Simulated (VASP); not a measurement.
# MgO (Fm-3m) in VASP: further runs

MgO is run at these levels: PBE; tasks: single point.

All numbers are computed with VASP 6.6.1; they aren't measurements. Logs are shortened: lines on timing, memory, paths and dates and some standing lists are left out, and cuts for length are marked.

**Experimental background.**

“Electronic structure of alkaline earth and post-transition metal oxides”, 2009, arxiv:0908.1581 quotes, for a bulk crystal of MgO: band gap 7.83 eV.

The runs below are set against these values where they give the same quantity.

## 1. The cell of the first run

The structure is cubic, space group Fm-3m (No. 225). The conventional cell has a = 4.241 Å, b = 4.241 Å, c = 4.241 Å, α = 90.00°, β = 90.00°, γ = 90.00°. Within 2.8 Å of Mg (site symmetry m-3m) lie 6 O at 2.12 Å. Within 2.8 Å of O (site symmetry m-3m) lie 6 Mg at 2.12 Å.

## 2. Single point, PBE

Input file INCAR:

```
  ALGO = Normal
  EDIFF = 1E-7
  ENCUT = 520
  GGA = PE
  ISIF = 2
  ISMEAR = -1
  LASPH = True
  LCHARG = False
  LREAL = False
  LWAVE = False
  NBANDS = 11
  NELM = 60
  PREC = Accurate
  SIGMA = 0.1
```

Input file KPOINTS:

```
k-points
0
Gamma
  8 8 8
```

Input file POSCAR:

```
MgO
1.0
    0.0000000000      2.1205000000      2.1205000000
    2.1205000000      0.0000000000      2.1205000000
    2.1205000000      2.1205000000      0.0000000000
Mg O
1 1
Direct
    0.0000000000      0.0000000000      0.0000000000
    0.5000000000      0.5000000000      0.5000000000
```

Potentials or basis: VASP PAW PBE potentials, release 64 (Mg, O).

Launch:

```console
> cat potpaw_PBE.64/Mg/POTCAR potpaw_PBE.64/O/POTCAR > POTCAR
> mpirun -np 1 vasp_std > vasp.out
```

OUTCAR:

```text
EDIFF = 1E-7
   ENCUT = 520
   GGA = PE
   ISIF = 2
   ISMEAR = -1
   LASPH = True
   LREAL = False
   NELM = 60
   PREC = Accurate

 ion  position               nearest neighbor table
   1  0.000  0.000  0.000-   2 2.12   2 2.12   2 2.12   2 2.12   2 2.12   2 2.12
   2  0.500  0.500  0.500-   1 2.12   1 2.12   1 2.12   1 2.12   1 2.12   1 2.12

  LATTYP: Found a face centered cubic cell.
 ALAT       =     4.2410000000

  Lattice vectors:

 A1 = (   0.0000000000,   2.1205000000,   2.1205000000)
 A2 = (   2.1205000000,   0.0000000000,   2.1205000000)
 A3 = (   2.1205000000,   2.1205000000,   0.0000000000)

Analysis of symmetry for initial positions (statically):
=====================================================================
 Subroutine PRICEL returns:
 Original cell was already a primitive cell.

 Routine SETGRP: Setting up the symmetry group for a
 face centered cubic supercell.

 Subroutine GETGRP returns: Found 48 space group operations
[... 9 lines left out ...]

 Routine SETGRP: Setting up the symmetry group for a
 face centered cubic supercell.

 Subroutine GETGRP returns: Found 48 space group operations
[... 11 lines left out ...]
                                     Primitive cell

  volume of cell :      19.0697

  direct lattice vectors                    reciprocal lattice vectors
     0.000000000  2.120500000  2.120500000    -0.235793445  0.235793445  0.235793445
     2.120500000  0.000000000  2.120500000     0.235793445 -0.235793445  0.235793445
     2.120500000  2.120500000  0.000000000     0.235793445  0.235793445 -0.235793445

  length of vectors
     2.998839859  2.998839859  2.998839859     0.408406227  0.408406227  0.408406227

  position of ions in fractional coordinates (direct lattice)
     0.000000000  0.000000000  0.000000000
     0.500000000  0.500000000  0.500000000

  ion indices of the primitive-cell ions
   primitive index   ion index
                 1           1
                 2           2

----------------------------------------------------------------------------------------

 KPOINTS: k-points

Automatic generation of k-mesh.
 Grid dimensions read from file:
 generate k-points for:    8    8    8

 Generating k-lattice:

  Cartesian coordinates                     Fractional coordinates (reciprocal lattice)
    -0.029474181  0.029474181  0.029474181     0.125000000  0.000000000  0.000000000
     0.029474181 -0.029474181  0.029474181     0.000000000  0.125000000  0.000000000
     0.029474181  0.029474181 -0.029474181     0.000000000  0.000000000  0.125000000

  Length of vectors
     0.051050778  0.051050778  0.051050778

  Shift w.r.t. Gamma in fractional coordinates (k-lattice)
     0.000000000  0.000000000  0.000000000

 Subroutine IBZKPT returns following result:
 ===========================================

 Found     29 irreducible k-points:

 Following reciprocal coordinates:
            Coordinates               Weight
  0.000000  0.000000  0.000000      1.000000
  0.125000  0.000000  0.000000      8.000000
  0.250000  0.000000  0.000000      8.000000
  0.375000  0.000000  0.000000      8.000000
  0.500000  0.000000  0.000000      4.000000
  0.125000  0.125000  0.000000      6.000000
[... 16 lines left out ...]
  0.500000  0.250000  0.125000     48.000000
 -0.375000  0.250000  0.125000     24.000000
 [... further k-points ...]
   k-points           NKPTS =     29   k-points in BZ     NKDIM =     29   number of bands    NBANDS=     11
   number of dos      NEDOS =    301   number of ions     NIONS =      2
   total plane-waves  NPLWV =  13824
   dimension x,y,z NGX =    24 NGY =   24 NGZ =   24
   dimension x,y,z NGXF=    48 NGYF=   48 NGZF=   48
   ions per type =               1   1
   NGX,Y,Z   is equivalent  to a cutoff of  13.30, 13.30, 13.30 a.u.
   NGXF,Y,Z  is equivalent  to a cutoff of  26.61, 26.61, 26.61 a.u.
 SYSTEM =  unknown system
   PREC   = accura    normal or accurate (medium, high low for compatibility)
   ISTART =      0    job   : 0-new  1-cont  2-samecut
   ICHARG =      2    charge: 1-file 2-atom 10-const
   ISPIN  =      1    spin polarized calculation?
   LNONCOLLINEAR =      F non collinear calculations
   LSORBIT =      F    spin-orbit coupling
   LASPH  =      T    aspherical Exc in radial PAW
   ENCUT  =  520.0 eV  38.22 Ry    6.18 a.u.   5.58  5.58  5.58*2*pi/ulx,y,z
   NELM   =     60;   NELMIN=  2; NELMDL= -5     # of ELM steps
   EDIFF  = 0.1E-06   stopping-criterion for ELM
   LREAL  =      F    real-space projection
   EDIFFG = 0.1E-05   stopping-criterion for IOM
   NSW    =      0    number of steps for IOM
   IBRION =     -1    ionic relax: 0-MD 1-quasi-New 2-CG
   NFREE  =      0    steps in history (QN), initial steepest desc. (CG)
   ISIF   =      2    stress and relaxation
   ISYM   =      2    0-nonsym 1-usesym 2-fastsym
   POTIM  = 0.5000    time-step for ionic-motion
   TEBEG  =    0.0;   TEEND  =   0.0 temperature during run
   PSTRESS=    0.0 pullay stress
   NELECT =       8.0000    total number of electrons
   NUPDOWN=      -1.0000    fix difference up-down
   EMIN   =  10.00;   EMAX   =-10.00  energy-range for DOS
   EFERMI =   0.00;   METHOD = LEGACY
   ISMEAR =    -1;   SIGMA  =   0.10  broadening in eV -4-tet -1-fermi 0-gaus
   EFERMI_NEDOS =   21; number of points for ismear=-14 and -15
   IALGO  =     38    algorithm
   IMIX   =      4    mixing-type and parameters
     AMIX     =   0.40;   BMIX     =  1.00
     AMIX_MAG =   1.60;   BMIX_MAG =  1.00
  volume/ion in A,a.u.               =       9.53        64.34
  Fermi-wavevector in a.u.,A,eV,Ry     =   1.225528  2.315912 20.434845  1.501919
  Thomas-Fermi vector in A             =   2.360563
   LORBIT       =      0    0 simple, 1 ext, 2 COOP (PROOUT), +10 PAW based schemes
   GGA     = PE    functional components
   LHFCALC =     F    Hartree Fock is set to
   AEXX    =    0.0000 exact exchange contribution
   IVDW    =     0    specifies the selected vdW correction
   LEPSILON=     F    determine dielectric tensor
   LRPA    =     F    only Hartree local field effects (RPA)
 non-spin polarized calculation
  energy-cutoff  :      520.00
  volume of cell :       19.07
 maximum number of plane-waves:       531
 NGX is ok and might be reduce to    24
   NGX = 11   NGY = 11   NGZ = 11

 number of electron       8.0000005 magnetization

 Free energy of the ion-electron system (eV)
  ---------------------------------------------------
  ext. energy  EPLUGINS =         0.00000000
  ---------------------------------------------------
  free energy    TOTEN  =       -11.91152872 eV

  energy without entropy =      -11.91152872  energy(sigma->0) =      -11.91152872

 E-fermi :   5.0887     XC(G=0): -10.9817

 val. band max:        3.0344217658   @ k =   0.0000   0.0000   0.0000
 cond. band min:       7.5636101756   @ k =   0.0000   0.0000   0.0000
 fundamental gap:      4.5291884098
 Fermi energy:         5.0887481456

 k-point     1 :       0.0000    0.0000    0.0000
  band No.  band energies     occupation
      1     -14.1250      2.00000
      2       3.0344      2.00000
      3       3.0344      2.00000
      4       3.0344      2.00000
      5       7.5636      0.00000
      6      18.7177      0.00000
      7      18.7177      0.00000
      8      18.7177      0.00000
      9      22.5807      0.00000
     10      24.3312      0.00000
     11      24.3312      0.00000

 k-point     2 :       0.1250    0.0000    0.0000
  band No.  band energies     occupation
      1     -13.9676      2.00000
      2       2.0875      2.00000
      3       2.9350      2.00000
      4       2.9350      2.00000
      5       8.4805      0.00000
      6      17.0450      0.00000
      7      19.0641      0.00000
      8      19.0641      0.00000
      9      23.3292      0.00000
     10      23.3292      0.00000
     11      24.6700      0.00000

 k-point     3 :       0.2500    0.0000    0.0000
  band No.  band energies     occupation
      1     -13.5592      2.00000
      2       0.4141      2.00000
      3       2.7058      2.00000
      4       2.7058      2.00000
      5       9.9359      0.00000
      6      15.4785      0.00000
      7      19.5166      0.00000
      8      19.5166      0.00000
      9      22.9426      0.00000
     10      22.9426      0.00000
     11      24.6885      0.00000

 k-point     4 :       0.3750    0.0000    0.0000
  band No.  band energies     occupation
      1     -13.1008      2.00000
      2      -0.9586      2.00000
      3       2.4899      2.00000
      4       2.4899      2.00000
      5      10.6867      0.00000
      6      15.2157      0.00000
      7      19.3098      0.00000
      8      19.3098      0.00000
      9      23.9163      0.00000
     10      24.2460      0.00000
     11      24.2460      0.00000

 k-point     5 :       0.5000    0.0000    0.0000
  band No.  band energies     occupation
      1     -12.8917      2.00000
      2      -1.4926      2.00000
      3       2.4039      2.00000
      4       2.4039      2.00000
      5      10.8015      0.00000
      6      15.4086      0.00000
      7      19.1338      0.00000
      8      19.1338      0.00000
      9      23.6180      0.00000
     10      25.2781      0.00000
     11      25.2781      0.00000
[... 211 lines left out ...]
 k-point    21 :       0.5000    0.5000    0.0000
  band No.  band energies     occupation
      1     -12.6411      2.00000
      2      -0.9657      2.00000
      3       1.7146      2.00000
      4       1.7146      2.00000
      5      12.1292      0.00000
      6      12.7816      0.00000
      7      15.9166      0.00000
      8      21.6954      0.00000
      9      21.6954      0.00000
     10      27.9461      0.00000
     11      29.6080      0.00000

 k-point    22 :       0.3750    0.2500    0.1250
  band No.  band energies     occupation
      1     -13.2670      2.00000
      2       0.0669      2.00000
      3       1.9107      2.00000
      4       2.4380      2.00000
      5      11.3226      0.00000
      6      14.4359      0.00000
      7      17.8845      0.00000
      8      20.3401      0.00000
      9      20.9543      0.00000
     10      25.2320      0.00000
     11      28.5098      0.00000

 k-point    23 :       0.5000    0.2500    0.1250
  band No.  band energies     occupation
      1     -12.9062      2.00000
      2      -0.6026      2.00000
      3       1.3486      2.00000
      4       2.1921      2.00000
      5      12.3549      0.00000
      6      14.5446      0.00000
      7      16.7284      0.00000
      8      19.9281      0.00000
      9      22.4941      0.00000
     10      25.1752      0.00000
     11      28.7192      0.00000

 k-point    24 :      -0.3750    0.2500    0.1250
  band No.  band energies     occupation
      1     -12.7463      2.00000
      2      -0.8859      2.00000
      3       1.1456      2.00000
      4       2.0752      2.00000
      5      12.5613      0.00000
      6      15.0345      0.00000
      7      16.3084      0.00000
      8      19.6815      0.00000
      9      23.3186      0.00000
     10      24.8377      0.00000
     11      28.8662      0.00000

 [... further k-points ...]

------------------------ aborting loop because EDIFF is reached ----------------------------------------

  FORCE on cell =-STRESS in cart. coord.  units (eV):
  Direction    XX          YY          ZZ          XY          YZ          ZX
  --------------------------------------------------------------------------------------
  -------------------------------------------------------------------------------------
  Total        0.0765541      0.0765541      0.0765541      0.0000000      0.0000000      0.0000000
  in kB        6.4318229      6.4318229      6.4318229      0.0000000      0.0000000      0.0000000
  external PRESSURE =       6.4318229 kB  Pullay stress =       0.0000000 kB

 VOLUME and BASIS-vectors are now :
 -----------------------------------------------------------------------------
  energy-cutoff  :      520.00
  volume of cell :       19.07
      direct lattice vectors                 reciprocal lattice vectors
     0.000000000  2.120500000  2.120500000    -0.235793445  0.235793445  0.235793445
     2.120500000  0.000000000  2.120500000     0.235793445 -0.235793445  0.235793445
     2.120500000  2.120500000  0.000000000     0.235793445  0.235793445 -0.235793445

 POSITION                                       TOTAL-FORCE (eV/Angst)
 -----------------------------------------------------------------------------------
      0.00000      0.00000      0.00000         0.000000      0.000000     -0.000000
      2.12050      2.12050      2.12050        -0.000000     -0.000000      0.000000
 -----------------------------------------------------------------------------------
    total drift:                               -0.000000     -0.000000      0.000000

  FREE ENERGIE OF THE ION-ELECTRON SYSTEM (eV)
  ---------------------------------------------------
  free  energy   TOTEN  =       -11.9115287180 eV

  energy  without entropy=      -11.9115287178  energy(sigma->0) =      -11.91152872
```

Run time: 16 s. Hardware: 1 thread of AMD EPYC 7R13, shared host; peak memory 0.11 GiB.

What came out:

```yaml
Free_energy: -11.9115 eV
Pressure: 0.6 GPa
Band_gap_on_the_k_mesh: 4.53 eV, direct
```

Levels at points of the mesh, in eV from the valence-band top:
```tsv
k point	band 2	band 3	band 4	band 5	band 6	band 7
(0.00, 0.00, 0.00)	0.00	0.00	0.00	4.53	15.68	15.68
(0.50, 0.00, 0.00)	-4.53	-0.63	-0.63	7.77	12.37	16.10
(0.50, 0.50, 0.00)	-4.00	-1.32	-1.32	9.09	9.75	12.88
```

## 3. Single point, PBE

Input file INCAR:

```
SYSTEM = MgO
ALGO = Normal
EDIFF = 1E-6
ENCUT = 600
GGA = PE
GGA_COMPAT = .False.
ISIF = 2
ISMEAR = -1
LASPH = .True.
LCHARG = .False.
LREAL = .False.
LWAVE = .False.
NBANDS = 11
NELM = 120
PREC = Accurate
SIGMA = 0.1
```

Input file KPOINTS:

```
k-points
0
Gamma
  4 4 4
  0 0 0
```

POSCAR is that of step 2.

Potentials or basis: VASP PAW PBE potentials, release 64 (Mg, O).

Launch:

```console
> cat potpaw_PBE.64/Mg/POTCAR potpaw_PBE.64/O/POTCAR > POTCAR
> mpirun -np 1 vasp_std > vasp.out
```

Wall time 6.6 s (1 thread of Intel Xeon 8259CL, shared host); peak memory 0.14 GiB.

The run converged. Its results:

```yaml
Free_energy: -11.9022 eV
Pressure: 0.4 GPa
Band_gap_on_the_k_mesh: 4.52 eV, direct
```

Levels at points of the mesh, in eV from the valence-band top:
```csv
k point,band 1,band 2,band 3,band 4,band 5,band 6,band 7,band 8,band 9
"(0.00, 0.00, 0.00)",-17.16,0.00,0.00,0.00,4.52,15.67,15.67,15.67,19.54
"(0.50, 0.00, 0.00)",-15.93,-4.53,-0.63,-0.63,7.76,12.37,16.09,16.09,20.57
"(0.50, 0.50, 0.00)",-15.68,-4.01,-1.32,-1.32,9.08,9.74,12.88,18.65,18.65
```

Caveat: the k points lie up to 0.64 Å⁻¹ apart.

## 4. Single point, PBE

Input file INCAR:

```
SYSTEM = MgO
PREC = Accurate
ENCUT = 600
EDIFF = 1E-6
ISMEAR = -1
SIGMA = 0.1
LREAL = .FALSE.
LASPH = .TRUE.
NELM = 120
ALGO = Normal
ISIF = 2
LWAVE = .FALSE.
LCHARG = .TRUE.
GGA = PE
LELF = .TRUE.
LVHAR = .TRUE.
NBANDS = 11
GGA_COMPAT = .FALSE.
```

Input file KPOINTS:

```
Automatic mesh
0
G
  8 8 8
  0 0 0
```

POSCAR is that of step 3.

Launch:

```console
> cat potpaw_PBE.64/Mg/POTCAR potpaw_PBE.64/O/POTCAR > POTCAR
> mpirun -np 1 vasp_std > vasp.out
```

Run time: 12 s. Hardware: 1 thread of Intel Xeon 8259CL, shared host; peak memory 0.14 GiB.

The run converged. Its results:

| Property | Result |
| --- | --- |
| Free energy | -11.9147 eV |
| Pressure | 0.4 GPa |
| Band gap on the k mesh | 4.53 eV, direct |

Levels at points of the mesh, in eV from the valence-band top:
| k point | band 1 | band 2 | band 3 | band 4 | band 5 | band 6 | band 7 | band 8 |
| --- | --- | --- | --- | --- | --- | --- | --- | --- |
| (0.00, 0.00, 0.00) | -17.16 | 0.00 | 0.00 | 0.00 | 4.53 | 15.69 | 15.69 | 15.69 |
| (0.50, 0.00, 0.00) | -15.93 | -4.53 | -0.63 | -0.63 | 7.77 | 12.37 | 16.10 | 16.10 |
| (0.50, 0.50, 0.00) | -15.68 | -4.00 | -1.32 | -1.32 | 9.10 | 9.75 | 12.88 | 18.66 |

[end of part 1 of 2]
